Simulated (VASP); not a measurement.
# GaSb (F-43m) in VASP: further runs, part 2 of 2

VASP 6.6.1. The steps go on from the part before.

## (4) Relaxation of cell and atoms, LDA

This run uses another cell than the first one, of 28.62 Å³/atom, 1.034 times its volume.

Input file INCAR:

```
SYSTEM = GaSb
ALGO = Normal ; EDIFF = 1E-6
EDIFFG = -0.002 ; ENCUT = 600
IBRION = 2 ; ISIF = 3
ISMEAR = -1 ; LASPH = .True.
LCHARG = .False. ; LREAL = .False.
LWAVE = .False. ; NELM = 100
NSW = 100 ; PREC = Accurate
SIGMA = 0.1
```

Input file KPOINTS:

```
k-points
0
Gamma
  12 12 12
  0 0 0
```

Input file POSCAR:

```
GaSb
1.0
    0.0000000000      3.0590000000      3.0590000000
    3.0590000000      0.0000000000      3.0590000000
    3.0590000000      3.0590000000      0.0000000000
Ga Sb
1 1
Direct
    0.0000000000      0.0000000000      0.0000000000
    0.7500000000      0.7500000000      0.7500000000
```

Potentials or basis: VASP PAW LDA potentials, release 64 (Ga_d, Sb).

The run is started by

```bash
cat potpaw_LDA.64/Ga_d/POTCAR potpaw_LDA.64/Sb/POTCAR > POTCAR
mpirun -np 1 vasp_std > vasp.out
```

OUTCAR:

```text
SYSTEM = GaSb
   EDIFF = 1E-6
   EDIFFG = -0.002
   ENCUT = 600
   IBRION = 2
   ISIF = 3
   ISMEAR = -1
   LASPH = .True.
   LREAL = .False.
   NELM = 100
   NSW = 100
   PREC = Accurate

 ion  position               nearest neighbor table
   1  0.000  0.000  0.000-   2 2.65   2 2.65   2 2.65   2 2.65
   2  0.750  0.750  0.750-   1 2.65   1 2.65   1 2.65   1 2.65

  LATTYP: Found a face centered cubic cell.
 ALAT       =     6.1180000000

  Lattice vectors:

 A1 = (   0.0000000000,   3.0590000000,   3.0590000000)
 A2 = (   3.0590000000,   0.0000000000,   3.0590000000)
 A3 = (   3.0590000000,   3.0590000000,   0.0000000000)

Analysis of symmetry for initial positions (statically):
=====================================================================
 Subroutine PRICEL returns:
 Original cell was already a primitive cell.

 Routine SETGRP: Setting up the symmetry group for a
 face centered cubic supercell.

 Subroutine GETGRP returns: Found 24 space group operations
 (whereof 24 operations were pure point group operations)
 out of a pool of 48 trial point group operations.

The static configuration has the point symmetry T_d .

Analysis of symmetry for dynamics (positions and initial velocities):
=====================================================================
 Subroutine PRICEL returns:
[... 230 lines left out ...]

 Free energy of the ion-electron system (eV)
  ---------------------------------------------------
  ext. energy  EPLUGINS =         0.00000000
  ---------------------------------------------------
  free energy    TOTEN  =        -8.67457280 eV

  energy without entropy =       -8.67292883  energy(sigma->0) =       -8.67375082

 E-fermi :   5.1631     XC(G=0):  -9.5283

 val. band max:        5.0885775696   @ k =   0.0000   0.0000   0.0000
 cond. band min:       5.3580776236   @ k =   0.5000   0.0000   0.0000
 fundamental gap:      0.2695000540
 Fermi energy:         5.1631042767

 k-point     1 :       0.0000    0.0000    0.0000
  band No.  band energies     occupation
      1     -10.2100      2.00000
      2     -10.2100      2.00000
      3     -10.2100      2.00000
      4     -10.1559      2.00000
      5     -10.1559      2.00000
      6      -6.7358      2.00000
      7       4.9953      1.68528
      8       4.9953      1.68528
      9       4.9953      1.68528
     10       5.0886      1.35629
     11       7.7372      0.00000
     12       7.7372      0.00000
     13       7.7372      0.00000
[... 354 lines left out ...]
  band No.  band energies     occupation
      1     -10.2441      2.00000
      2     -10.1957      2.00000
      3     -10.1946      2.00000
      4     -10.1578      2.00000
      5     -10.1562      2.00000
      6      -4.8367      2.00000
      7      -1.4686      2.00000
      8       2.1323      2.00000
      9       3.4632      2.00000
     10       6.6603      0.00000
     11       8.7204      0.00000
     12       9.5429      0.00000
     13      11.8988      0.00000

 [... further k-points ...]

------------------------ aborting loop because EDIFF is reached ----------------------------------------

  FORCE on cell =-STRESS in cart. coord.  units (eV):
  Direction    XX          YY          ZZ          XY          YZ          ZX
  --------------------------------------------------------------------------------------
  -------------------------------------------------------------------------------------
  Total       -0.0008268     -0.0008268     -0.0008268      0.0000000      0.0000000     -0.0000000
  in kB       -0.0238523     -0.0238523     -0.0238523      0.0000000      0.0000000     -0.0000000
  external PRESSURE =      -0.0238523 kB  Pullay stress =       0.0000000 kB
[... 17 lines left out ...]
  FREE ENERGIE OF THE ION-ELECTRON SYSTEM (eV)
  ---------------------------------------------------
  free  energy   TOTEN  =        -8.6745728044 eV

  energy  without entropy=       -8.6729288309  energy(sigma->0) =       -8.67375082

 reached required accuracy - stopping structural energy minimisation
```

OSZICAR:

```text
N       E                     dE             d eps       ncg     rms          rms(c)
DAV:   1     0.836170192898E+02    0.83617E+02   -0.94208E+03  1880   0.183E+03
DAV:   2    -0.230410301903E+01   -0.85921E+02   -0.83463E+02  2082   0.340E+02
DAV:   3    -0.865691933597E+01   -0.63528E+01   -0.63179E+01  2277   0.776E+01
[... 22 lines left out ...]
DAV:   3    -0.867499546640E+01    0.36665E-02   -0.45510E-03  2462   0.122E+00    0.777E-02
DAV:   4    -0.867460936209E+01    0.38610E-03   -0.44996E-04  2382   0.336E-01    0.266E-02
DAV:   5    -0.867457444974E+01    0.34912E-04   -0.26760E-05  2366   0.703E-02    0.813E-03
DAV:   6    -0.867457280841E+01    0.16413E-05   -0.50220E-06  1707   0.431E-02    0.320E-03
DAV:   7    -0.867457280442E+01    0.39909E-08   -0.38765E-07   966   0.897E-03
   3 F= -.86745728E+01 E0= -.86737508E+01  d E =-.863851E-02
```

It took 58 s on 1 thread of Intel Xeon 6975P-C (Granite Rapids), shared host; peak memory 0.22 GiB.

Results:

| Quantity | Value |
| --- | --- |
| Free energy | -8.6746 eV |
| Relaxed volume | 27.77 Å³/atom |
| Relaxed cell | a = 4.283 Å, b = 4.283 Å, c = 4.283 Å, α = 60.00°, β = 60.00°, γ = 60.00° |
| Space group after relaxing (to 0.05 Å) | F-43m (No. 216) |
| Energy gained by relaxing | 4.3 meV/atom |
| Ionic steps | 3 |
| Pressure after relaxing | 0.0 GPa |

Step by step:
| step | energy change (eV) | largest force (eV/Å) | pressure (GPa) | volume (Å³) |
| --- | --- | --- | --- | --- |
| 1 | 0.0000 | 0.0000 | -1.58 | 57.25 |
| 2 | -0.0075 | 0.0000 | 0.60 | 54.94 |
| 3 | -0.0086 | 0.0000 | 0.00 | 55.54 |

Final structure:
```xyz
2
Lattice="0.0000 3.0282 3.0282 3.0282 0.0000 3.0282 3.0282 3.0282 0.0000" Properties=species:S:1:pos:R:3 pbc="T T T"
Ga    0.0000    0.0000    0.0000
Sb    4.5423    4.5423    4.5423
```

Caveat: spin-orbit coupling is left out, which moves the levels of the heavy elements. Zero-point motion and thermal expansion aren't in these numbers.
